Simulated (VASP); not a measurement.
# Hf3S (Pm-3m) in VASP: further runs, part 2 of 2

VASP 6.6.1. Earlier steps stand in the parts before.

### 3 Single point, PBE

This run uses another cell than the first one, of 19.59 Å³/atom, 1.005 times its volume.

Input file INCAR:

```
PREC = Accurate
ENCUT = 520
EDIFF = 1E-7
ISMEAR = 0
SIGMA = 0.1
LREAL = False
LASPH = True
NELM = 60
ALGO = Normal
ISIF = 2
LWAVE = False
LCHARG = False
GGA = PE
NBANDS = 26
```

Input file KPOINTS:

```
regular mesh
0
Gamma
  12 12 12
```

Input file POSCAR:

```
Hf3S
1.0
    4.2789553317      0.0000000000      0.0000000000
    0.0000000000      4.2789553317      0.0000000000
    0.0000000000      0.0000000000      4.2789553317
Hf S
3 1
Direct
    0.0000000000      0.5000000000      0.5000000000
    0.5000000000      0.0000000000      0.5000000000
    0.5000000000      0.5000000000      0.0000000000
    0.0000000000      0.0000000000      0.0000000000
```

Potentials or basis: VASP PAW PBE potentials, release 64 (Hf_pv, S).

The run is started by

```bash
$ cat potpaw_PBE.64/Hf_pv/POTCAR potpaw_PBE.64/S/POTCAR > POTCAR
$ mpirun -np 1 vasp_std > vasp.out
```

OUTCAR:

```text
PREC = Accurate
   ENCUT = 520
   EDIFF = 1E-7
   ISMEAR = 0
   LREAL = False
   LASPH = True
   NELM = 60
   ISIF = 2
   GGA = PE

 ion  position               nearest neighbor table
   1  0.000  0.500  0.500-   2 3.03   3 3.03   4 3.03   3 3.03   4 3.03   2 3.03   4 3.03   4 3.03
                             2 3.03   3 3.03   3 3.03   2 3.03
   2  0.500  0.000  0.500-   1 3.03   3 3.03   4 3.03   3 3.03   4 3.03   1 3.03   3 3.03   3 3.03
                             1 3.03   4 3.03   4 3.03   1 3.03
   3  0.500  0.500  0.000-   1 3.03   2 3.03   4 3.03   1 3.03   2 3.03   2 3.03   4 3.03   2 3.03
                             1 3.03   4 3.03   1 3.03   4 3.03
   4  0.000  0.000  0.000-   1 3.03   2 3.03   3 3.03   1 3.03   2 3.03   1 3.03   3 3.03   1 3.03
                             2 3.03   3 3.03   2 3.03   3 3.03

  LATTYP: Found a simple cubic cell.
 ALAT       =     4.2789553317

  Lattice vectors:

 A1 = (   4.2789553317,   0.0000000000,   0.0000000000)
 A2 = (   0.0000000000,   4.2789553317,   0.0000000000)
 A3 = (   0.0000000000,   0.0000000000,   4.2789553317)

Analysis of symmetry for initial positions (statically):
=====================================================================
[... 180 lines left out ...]
 cond. band min:       6.3778447554   @ k =   0.4167   0.3333   0.0833
 fundamental gap:      0.0144040266
 Fermi energy:         6.3646948628

 k-point     1 :       0.0000    0.0000    0.0000
  band No.  band energies     occupation
      1     -24.6799      2.00000
      2     -24.6799      2.00000
      3     -24.6799      2.00000
      4     -24.2711      2.00000
      5     -24.2711      2.00000
      6     -24.2711      2.00000
[... 685 lines left out ...]
     25       9.6402      0.00000
     26       9.7122      0.00000

 [... further k-points ...]

------------------------ aborting loop because EDIFF is reached ----------------------------------------

  FORCE on cell =-STRESS in cart. coord.  units (eV):
  Direction    XX          YY          ZZ          XY          YZ          ZX
  --------------------------------------------------------------------------------------
  -------------------------------------------------------------------------------------
  Total       -0.2706764     -0.2706764     -0.2706764      0.0000000     -0.0000000     -0.0000000
  in kB       -5.5353830     -5.5353830     -5.5353830      0.0000000     -0.0000000     -0.0000000
  external PRESSURE =      -5.5353830 kB  Pullay stress =       0.0000000 kB

 VOLUME and BASIS-vectors are now :
 -----------------------------------------------------------------------------
  energy-cutoff  :      520.00
  volume of cell :       78.35
      direct lattice vectors                 reciprocal lattice vectors
     4.278955332  0.000000000  0.000000000     0.233701902  0.000000000  0.000000000
     0.000000000  4.278955332  0.000000000     0.000000000  0.233701902  0.000000000
     0.000000000  0.000000000  4.278955332     0.000000000  0.000000000  0.233701902

 POSITION                                       TOTAL-FORCE (eV/Angst)
 -----------------------------------------------------------------------------------
      0.00000      2.13948      2.13948         0.000000      0.000000      0.000000
      2.13948      0.00000      2.13948         0.000000      0.000000      0.000000
      2.13948      2.13948      0.00000         0.000000      0.000000      0.000000
      0.00000      0.00000      0.00000         0.000000      0.000000      0.000000
 -----------------------------------------------------------------------------------
    total drift:                                0.000000     -0.000000     -0.000000

  FREE ENERGIE OF THE ION-ELECTRON SYSTEM (eV)
  ---------------------------------------------------
  free  energy   TOTEN  =       -34.0112313831 eV

  energy  without entropy=      -33.9880197293  energy(sigma->0) =      -33.99962556
```

stdout:

```text
POSCAR found type information on POSCAR HfS
 POSCAR found :  2 types and       4 ions
 scaLAPACK will be used
 LDA part: xc-table for (Slater+PW92), standard interpolation
 POSCAR, INCAR and KPOINTS ok, starting setup
 FFT: planning ... GRIDC
 FFT: planning ... GRID_SOFT
 FFT: planning ... GRID
 WAVECAR not read
 entering main loop
```

It took 2.9 min on 1 thread of AMD EPYC 7R13, shared host; peak memory 0.25 GiB.

Results:

- Free energy: -34.0112 eV
- Pressure: -0.6 GPa
- Band gap on the k mesh: zero (band 18 reaches 7.14 eV, above the bottom of band 19 at 4.31 eV)

Levels at points of the mesh, in eV from the Fermi level:
| k point | band 15 | band 16 | band 17 | band 18 | band 19 | band 20 | band 21 | band 22 |
| --- | --- | --- | --- | --- | --- | --- | --- | --- |
| (0.00, 0.00, 0.00) | -3.01 | -3.01 | -2.06 | -2.06 | -2.06 | -1.23 | 2.44 | 2.44 |
| (0.50, 0.00, 0.00) | -1.28 | -1.03 | -1.02 | 0.31 | 0.43 | 0.43 | 0.81 | 1.59 |
| (0.50, 0.50, 0.00) | -1.07 | -1.07 | -0.60 | 0.56 | 0.56 | 0.98 | 1.79 | 1.79 |
| (0.50, 0.50, 0.50) | -3.51 | -3.51 | 0.40 | 0.77 | 0.77 | 0.77 | 1.12 | 2.15 |

Caveat: spin-orbit coupling is left out, which moves the levels of the heavy elements.

### 4 Relaxation of cell and atoms, PBE

Input file INCAR:

```
  PREC = Accurate
  ENCUT = 600
  EDIFF = 1E-6
  ISMEAR = 0
  SIGMA = 0.1
  LREAL = False
  LASPH = True
  NELM = 60
  ALGO = Normal
  ISIF = 3
  LWAVE = False
  LCHARG = False
  GGA = PE
  IBRION = 2
  NSW = 100
  EDIFFG = -0.01
```

KPOINTS is that of step 3.

Input file POSCAR:

```
Hf3S
1.0
    4.2713983045      0.0000000000      0.0000000000
    0.0000000000      4.2713983045      0.0000000000
    0.0000000000      0.0000000000      4.2713983045
Hf S
3 1
Direct
    0.0000000000      0.5000000000      0.5000000000
    0.5000000000      0.0000000000      0.5000000000
    0.5000000000      0.5000000000      0.0000000000
    0.0000000000      0.0000000000      0.0000000000
```

Potentials or basis: VASP PAW PBE potentials, release 64 (Hf_pv, S).

The run is started by

```bash
$ cat potpaw_PBE.64/Hf_pv/POTCAR potpaw_PBE.64/S/POTCAR > POTCAR
$ mpirun -np 1 vasp_std > vasp.out
```

OUTCAR:

```text
PREC = Accurate
   ENCUT = 600
   EDIFF = 1E-6
   ISMEAR = 0
   LREAL = False
   LASPH = True
   NELM = 60
   ISIF = 3
   GGA = PE
   IBRION = 2
   NSW = 100
   EDIFFG = -0.01

 ion  position               nearest neighbor table
   1  0.000  0.500  0.500-   2 3.02   3 3.02   4 3.02   3 3.02   4 3.02   2 3.02   4 3.02   4 3.02
                             2 3.02   3 3.02   3 3.02   2 3.02
   2  0.500  0.000  0.500-   1 3.02   3 3.02   4 3.02   3 3.02   4 3.02   1 3.02   3 3.02   3 3.02
                             1 3.02   4 3.02   4 3.02   1 3.02
   3  0.500  0.500  0.000-   1 3.02   2 3.02   4 3.02   1 3.02   2 3.02   2 3.02   4 3.02   2 3.02
                             1 3.02   4 3.02   1 3.02   4 3.02
   4  0.000  0.000  0.000-   1 3.02   2 3.02   3 3.02   1 3.02   2 3.02   1 3.02   3 3.02   1 3.02
                             2 3.02   3 3.02   2 3.02   3 3.02

  LATTYP: Found a simple cubic cell.
 ALAT       =     4.2713983045

  Lattice vectors:

 A1 = (   4.2713983045,   0.0000000000,   0.0000000000)
 A2 = (   0.0000000000,   4.2713983045,   0.0000000000)
 A3 = (   0.0000000000,   0.0000000000,   4.2713983045)

Analysis of symmetry for initial positions (statically):
=====================================================================
 Subroutine PRICEL returns:
 Original cell was already a primitive cell.

[... 181 lines left out ...]

 k-point     1 :       0.0000    0.0000    0.0000
  band No.  band energies     occupation
      1     -24.6288      2.00000
      2     -24.6288      2.00000
      3     -24.6288      2.00000
      4     -24.2109      2.00000
      5     -24.2109      2.00000
      6     -24.2109      2.00000
[... 589 lines left out ...]
     21       7.4347      0.00000
     22       7.8078      0.00000

 [... further k-points ...]

------------------------ aborting loop because EDIFF is reached ----------------------------------------

  FORCE on cell =-STRESS in cart. coord.  units (eV):
  Direction    XX          YY          ZZ          XY          YZ          ZX
  --------------------------------------------------------------------------------------
  -------------------------------------------------------------------------------------
  Total       -0.0287394     -0.0287394     -0.0287394      0.0000000      0.0000000     -0.0000000
  in kB       -0.5908518     -0.5908518     -0.5908518      0.0000000      0.0000000     -0.0000000
  external PRESSURE =      -0.5908518 kB  Pullay stress =       0.0000000 kB

 VOLUME and BASIS-vectors are now :
 -----------------------------------------------------------------------------
  energy-cutoff  :      600.00
  volume of cell :       77.93
      direct lattice vectors                 reciprocal lattice vectors
     4.271398304  0.000000000  0.000000000     0.234115371  0.000000000  0.000000000
     0.000000000  4.271398304  0.000000000     0.000000000  0.234115371  0.000000000
     0.000000000  0.000000000  4.271398304     0.000000000  0.000000000  0.234115371

 POSITION                                       TOTAL-FORCE (eV/Angst)
 -----------------------------------------------------------------------------------
      0.00000      2.13570      2.13570         0.000000      0.000000      0.000000
      2.13570      0.00000      2.13570         0.000000      0.000000      0.000000
      2.13570      2.13570      0.00000         0.000000      0.000000      0.000000
      0.00000      0.00000      0.00000         0.000000      0.000000      0.000000
 -----------------------------------------------------------------------------------
    total drift:                                0.000000      0.000000      0.000000

  FREE ENERGIE OF THE ION-ELECTRON SYSTEM (eV)
  ---------------------------------------------------
  free  energy   TOTEN  =       -34.0127929006 eV

  energy  without entropy=      -33.9897579716  energy(sigma->0) =      -34.00127544

 reached required accuracy - stopping structural energy minimisation
```

Run time: 3.4 min. Hardware: 1 thread of AMD EPYC 7R13, shared host; peak memory 0.28 GiB.

Results:

* Free energy: -34.0128 eV
* Pressure after relaxing: -0.1 GPa
* Band gap on the k mesh: zero (band 18 reaches 7.18 eV, above the bottom of band 19 at 4.34 eV)

Final structure:
```
CELL_PARAMETERS angstrom
4.27140 0.00000 0.00000
0.00000 4.27140 0.00000
0.00000 0.00000 4.27140
ATOMIC_POSITIONS crystal
Hf 0.00000 0.50000 0.50000
Hf 0.50000 0.00000 0.50000
Hf 0.50000 0.50000 0.00000
S 0.00000 0.00000 0.00000
```

Caveat: the relaxation stopped at its first step, so nothing moved; spin-orbit coupling is left out, which moves the levels of the heavy elements.

### 5 Overview

| task | cell | k mesh | cutoff (eV) | gap on the mesh (eV) | pressure (GPa) |
| --- | --- | --- | --- | --- | --- |
| single point | a = 4.271 Å, 4 atoms | 4 × 4 × 4 | 520 | none | -1.4 |
| single point | a = 4.279 Å, 4 atoms | 12 × 12 × 12 | 520 | none | -0.6 |
| relaxation of cell and atoms | relaxed from a = 4.271 Å, 4 atoms | 12 × 12 × 12 | 600 | none | -0.1 |

Alike in all rows: level PBE; potentials or basis VASP PAW PBE potentials, release 64 (Hf_pv, S); no spin polarisation; smearing gaussian 0.1 eV.

Caveats: some runs use coarse meshes; spin-orbit coupling is left out, which moves the levels of the heavy elements; the relaxation stopped at its first step, so nothing moved (some runs).

Total energies depend on the potentials used, so only differences within one code and one set of settings carry meaning.
